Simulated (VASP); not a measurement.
# HgSe (F-43m) in VASP: a series of runs, part 2 of 2

VASP 6.6.1. Earlier steps stand in the parts before.

## (3) Single point, revPBE+D4

This run uses another cell than the first one, of 29.33 Å³/atom, 1.008 times its volume.

INCAR reads:

```
PREC = Accurate ; ENCUT = 500
EDIFF = 1E-6 ; ISMEAR = -1
SIGMA = 0.05 ; LREAL = F
LASPH = T ; NELM = 120
ALGO = Normal ; ISIF = 2
LWAVE = F ; LCHARG = F
GGA = RE ; IVDW = 13
NBANDS = 16 ; GGA_COMPAT = F
```

KPOINTS reads:

```
regular mesh
0
Gamma
  8 8 8
```

POSCAR reads:

```
HgSe
1.0
    0.0000000000      3.0840568207      3.0840568207
    3.0840568207      0.0000000000      3.0840568207
    3.0840568207      3.0840568207      0.0000000000
Hg Se
1 1
Direct
    0.0000000000      0.0000000000      0.0000000000
    0.7500000000      0.7500000000      0.7500000000
```

Potentials or basis: VASP PAW PBE potentials, release 64 (Hg, Se).

Started as:

```bash
cat potpaw_PBE.64/Hg/POTCAR potpaw_PBE.64/Se/POTCAR > POTCAR
mpirun -np 1 vasp_std > vasp.out
```

OUTCAR:

```text
PREC = Accurate
   ENCUT = 500
   EDIFF = 1E-6
   ISMEAR = -1
   LREAL = F
   LASPH = T
   NELM = 120
   ISIF = 2
   GGA = RE
   IVDW = 13

 ion  position               nearest neighbor table
   1  0.000  0.000  0.000-   2 2.67   2 2.67   2 2.67   2 2.67
   2  0.750  0.750  0.750-   1 2.67   1 2.67   1 2.67   1 2.67

  LATTYP: Found a face centered cubic cell.
 ALAT       =     6.1681136414

  Lattice vectors:

 A1 = (   0.0000000000,   3.0840568207,   3.0840568207)
 A2 = (   3.0840568207,   0.0000000000,   3.0840568207)
 A3 = (   3.0840568207,   3.0840568207,   0.0000000000)

Analysis of symmetry for initial positions (statically):
=====================================================================
 Subroutine PRICEL returns:
 Original cell was already a primitive cell.

 Routine SETGRP: Setting up the symmetry group for a
 face centered cubic supercell.

 Subroutine GETGRP returns: Found 24 space group operations
 (whereof 24 operations were pure point group operations)
 out of a pool of 48 trial point group operations.

The static configuration has the point symmetry T_d .

Analysis of symmetry for dynamics (positions and initial velocities):
=====================================================================
 Subroutine PRICEL returns:
 Original cell was already a primitive cell.

 Routine SETGRP: Setting up the symmetry group for a
 face centered cubic supercell.

 Subroutine GETGRP returns: Found 24 space group operations
 (whereof 24 operations were pure point group operations)
 out of a pool of 48 trial point group operations.

The dynamic configuration has the point symmetry T_d .

 Subroutine INISYM returns: Found 24 space group operations
 (whereof 24 operations are pure point group operations),
 and found     1 'primitive' translations

----------------------------------------------------------------------------------------

[... 110 lines left out ...]
   IMIX   =      4    mixing-type and parameters
     AMIX     =   0.40;   BMIX     =  1.00
     AMIX_MAG =   1.60;   BMIX_MAG =  1.00
  volume/ion in A,a.u.               =      29.33       197.95
  Fermi-wavevector in a.u.,A,eV,Ry     =   1.104163  2.086566 16.587904  1.219177
  Thomas-Fermi vector in A             =   2.240632
   LORBIT       =      0    0 simple, 1 ext, 2 COOP (PROOUT), +10 PAW based schemes
   GGA     = RE    functional components
   LHFCALC =     F    Hartree Fock is set to
   AEXX    =    0.0000 exact exchange contribution
   IVDW    =    13    specifies the selected vdW correction
   LEPSILON=     F    determine dielectric tensor
   LRPA    =     F    only Hartree local field effects (RPA)
 non-spin polarized calculation
  energy-cutoff  :      500.00
  volume of cell :       58.67
 maximum number of plane-waves:      1524
   NGX = 15   NGY = 15   NGZ = 15

 number of electron      17.9999998 magnetization

 Free energy of the ion-electron system (eV)
  ---------------------------------------------------
  ext. energy  EPLUGINS =         0.00000000
  ---------------------------------------------------
  free energy    TOTEN  =        -3.41864162 eV

  energy without entropy =       -3.41800177  energy(sigma->0) =       -3.41832169

 E-fermi :   1.4993     XC(G=0):  -8.6699

 val. band max:        1.4390363398   @ k =   0.0000   0.0000   0.0000
 cond. band min:       2.0696849875   @ k =   0.1250   0.0000   0.0000
 fundamental gap:      0.6306486477
 Fermi energy:         1.4992818272

 k-point     1 :       0.0000    0.0000    0.0000
  band No.  band energies     occupation
      1     -11.7017      2.00000
      2      -5.4893      2.00000
      3      -5.4893      2.00000
      4      -5.4893      2.00000
      5      -4.8195      2.00000
      6      -4.8195      2.00000
[... 433 lines left out ...]
      3      -5.2343      2.00000
      4      -4.8589      2.00000
      5      -4.7995      2.00000
      6      -4.4530      2.00000
[... 8 lines left out ...]
     15      12.9222      0.00000
     16      13.6944      0.00000

 [... further k-points ...]

------------------------ aborting loop because EDIFF is reached ----------------------------------------

  DFT-D4 for vdW energy calculation

  Edisp (eV):   -1.09952

  FORCE on cell =-STRESS in cart. coord.  units (eV):
  Direction    XX          YY          ZZ          XY          YZ          ZX
  --------------------------------------------------------------------------------------
  -------------------------------------------------------------------------------------
  Total       0.08615     0.08615     0.08615     0.00000     0.00000     0.00000
  in kB       2.35282     2.35282     2.35282     0.00000     0.00000     0.00000
  external pressure =        2.35 kB  Pullay stress =        0.00 kB

 VOLUME and BASIS-vectors are now :
 -----------------------------------------------------------------------------
  energy-cutoff  :      500.00
  volume of cell :       58.67
      direct lattice vectors                 reciprocal lattice vectors
     0.000000000  3.084056821  3.084056821    -0.162124121  0.162124121  0.162124121
     3.084056821  0.000000000  3.084056821     0.162124121 -0.162124121  0.162124121
     3.084056821  3.084056821  0.000000000     0.162124121  0.162124121 -0.162124121

 POSITION                                       TOTAL-FORCE (eV/Angst)
 -----------------------------------------------------------------------------------
      0.00000      0.00000      0.00000        -0.000000      0.000000     -0.000000
      4.62609      4.62609      4.62609         0.000000     -0.000000      0.000000
 -----------------------------------------------------------------------------------
    total drift:                               -0.000000     -0.000000     -0.000000

  FREE ENERGIE OF THE ION-ELECTRON SYSTEM (eV)
  ---------------------------------------------------
  free  energy   TOTEN  =        -4.5181657431 eV

  energy  without entropy=       -4.5175258911  energy(sigma->0) =       -4.51784582
```

OSZICAR:

```text
N       E                     dE             d eps       ncg     rms          rms(c)
DAV:   1     0.109532044743E+03    0.10953E+03   -0.83450E+03   952   0.973E+02
DAV:   2     0.276393777088E+00   -0.10926E+03   -0.10171E+03  1112   0.236E+02
DAV:   3    -0.369391668645E+01   -0.39703E+01   -0.39609E+01  1080   0.463E+01
DAV:   4    -0.371082141536E+01   -0.16905E-01   -0.16904E-01  1192   0.311E+00
DAV:   5    -0.371091645763E+01   -0.95042E-04   -0.95042E-04  1096   0.206E-01    0.741E+00
DAV:   6    -0.342671491642E+01    0.28420E+00   -0.46648E-01  1344   0.939E+00    0.583E+00
DAV:   7    -0.341787571425E+01    0.88392E-02   -0.11941E-01   960   0.242E+00    0.255E+00
DAV:   8    -0.341847127239E+01   -0.59556E-03   -0.14612E-02  1056   0.143E+00    0.205E-01
DAV:   9    -0.341853618860E+01   -0.64916E-04   -0.15577E-03  1104   0.539E-01    0.690E-02
DAV:  10    -0.341859322532E+01   -0.57037E-04   -0.18403E-04  1200   0.165E-01    0.351E-02
DAV:  11    -0.341864228960E+01   -0.49064E-04   -0.12158E-04  1032   0.863E-02    0.198E-02
DAV:  12    -0.341864062994E+01    0.16597E-05   -0.74787E-06  1056   0.356E-02    0.848E-03
DAV:  13    -0.341864161945E+01   -0.98951E-06   -0.35590E-06  1056   0.141E-02
   1 F= -.45181657E+01 E0= -.45178458E+01  d E =-.639852E-03
```

stdout:

```text
POSCAR found type information on POSCAR HgSe
 POSCAR found :  2 types and       2 ions
 scaLAPACK will be used
 -----------------------------------------------------------------------------
|                                                                             |
|                                                                             |
|     You enforced a specific xc type in the INCAR file but a different       |
|     I HOPE YOU KNOW WHAT YOU ARE DOING!                                     |
|                                                                             |
 -----------------------------------------------------------------------------

 LDA part: xc-table for (Slater+PW92), standard interpolation
 POSCAR, INCAR and KPOINTS ok, starting setup
 FFT: planning ... GRIDC
 FFT: planning ... GRID_SOFT
 FFT: planning ... GRID
 WAVECAR not read
 entering main loop
```

It took 22 s on 1 thread of Intel Xeon Platinum 8259CL at 2.50GHz (Skylake/Cascade Lake), shared host; peak memory 0.19 GiB.

Results:

| Item | Value |
| --- | --- |
| Free energy | -4.5182 eV |
| Pressure | 0.2 GPa |
| Band gap on the k mesh | zero (filled and empty bands touch) |
| Dispersion energy per atom | -0.550 eV |

Levels at points of the mesh, in eV from the Fermi level:
```csv
k point,band 5,band 6,band 7,band 8,band 9,band 10,band 11,band 12,band 13,band 14
"(0.00, 0.00, 0.00)",-6.32,-6.32,-0.96,-0.06,-0.06,-0.06,5.53,5.53,5.53,8.59
"(0.50, 0.00, 0.00)",-6.28,-6.02,-5.25,-0.95,-0.95,1.12,6.27,6.27,7.01,9.38
"(0.50, 0.50, 0.00)",-6.22,-5.98,-4.93,-2.17,-2.17,2.73,3.17,8.50,9.66,9.66
```

Caveat: the PAW data sets were made with another functional, which shifts forces and pressure a little; spin-orbit coupling is left out, which moves the levels of the heavy elements; pairwise dispersion overbinds metals, which lowers pressure and volume.

## (4) Relaxation of cell and atoms, revPBE

This run uses another cell than the first one, of 28.07 Å³/atom, 0.965 times its volume.

INCAR reads:

```
SYSTEM = HgSe
ALGO = Normal
EDIFF = 1E-7
EDIFFG = -0.02
ENCUT = 500
GGA = RE
GGA_COMPAT = .False.
IBRION = 2
ISIF = 3
ISMEAR = -1
LASPH = .True.
LCHARG = .False.
LREAL = .False.
LWAVE = .False.
NELM = 120
NELMIN = 4
NSW = 80
PREC = Accurate
SIGMA = 0.05
```

KPOINTS reads:

```
k-points
0
Gamma
  8 8 8
  0 0 0
```

POSCAR reads:

```
HgSe
1.0
    0.0000000000      3.0390000000      3.0390000000
    3.0390000000      0.0000000000      3.0390000000
    3.0390000000      3.0390000000      0.0000000000
Hg Se
1 1
Direct
    0.0000000000      0.0000000000      0.0000000000
    0.7500000000      0.7500000000      0.7500000000
```

Started as:

```bash
cat potpaw_PBE.64/Hg/POTCAR potpaw_PBE.64/Se/POTCAR > POTCAR
mpirun -np 1 vasp_std > vasp.out
```

It took 48 s on 1 thread of Intel Xeon Platinum 8259CL at 2.50GHz (Skylake/Cascade Lake), shared host; peak memory 0.2 GiB.

The run converged. Its results:

* Free energy: -3.4719 eV
* Relaxed volume: 31.80 Å³/atom
* Relaxed cell: a = 4.480 Å, b = 4.480 Å, c = 4.480 Å, α = 60.00°, β = 60.00°, γ = 60.00°
* Space group after relaxing (to 0.05 Å): F-43m (No. 216)
* Energy gained by relaxing: 67.0 meV/atom
* Ionic steps: 3
* Pressure after relaxing: 0.0 GPa
* Band gap on the k mesh: zero (filled and empty bands touch)

Step by step:
| step | energy change (eV) | largest force (eV/Å) | pressure (GPa) | volume (Å³) |
| --- | --- | --- | --- | --- |
| 1 | 0.0000 | 0.0000 | 6.48 | 56.13 |
| 2 | -0.1257 | 0.0000 | -1.17 | 65.88 |
| 3 | -0.1340 | 0.0000 | 0.04 | 63.60 |

Final structure:
```xyz
2
Lattice="0.0000 3.1682 3.1682 3.1682 0.0000 3.1682 3.1682 3.1682 0.0000" Properties=species:S:1:pos:R:3 pbc="T T T"
Hg    0.0000    0.0000    0.0000
Se    4.7523    4.7523    4.7523
```

Levels at points of the mesh, in eV from the Fermi level:
```csv
k point,band 5,band 6,band 7,band 8,band 9,band 10,band 11,band 12,band 13
"(0.00, 0.00, 0.00)",-6.04,-6.04,-1.07,-0.07,-0.07,-0.07,5.60,5.60,5.60
"(0.50, 0.00, 0.00)",-6.00,-5.80,-4.74,-0.82,-0.82,1.09,6.28,6.28,6.79
"(0.50, 0.50, 0.00)",-5.96,-5.76,-4.56,-1.87,-1.87,2.61,3.35,8.33,9.26
```

Caveat: the PAW data sets were made with another functional, which shifts forces and pressure a little; spin-orbit coupling is left out, which moves the levels of the heavy elements; the volume moved by +13 % from the deposited cell, more than functionals usually miss.

## (5) Overview

```csv
task,level,cell,gap on the mesh (eV),pressure (GPa)
single point,revPBE+D3(BJ),"a = 4.349 Å, angles 60.0°, 2 atoms",none,0.2
single point,revPBE+D4,"a = 4.362 Å, angles 60.0°, 2 atoms",none,0.2
relaxation of cell and atoms,revPBE,"relaxed from a = 4.298 Å, angles 60.0°, 2 atoms",none,0.0
```

Alike in all rows: potentials or basis VASP PAW PBE potentials, release 64 (Hg, Se); no spin polarisation; k mesh 8 × 8 × 8; cutoff (eV) 500; smearing fermi-dirac 0.05 eV.

Caveats: the PAW data sets were made with another functional, which shifts forces and pressure a little; spin-orbit coupling is left out, which moves the levels of the heavy elements; pairwise dispersion overbinds metals, which lowers pressure and volume (some runs); the volume moved by +13 % from the deposited cell, more than functionals usually miss (some runs).

Total energies depend on the potentials used, so only differences within one code and one set of settings carry meaning.
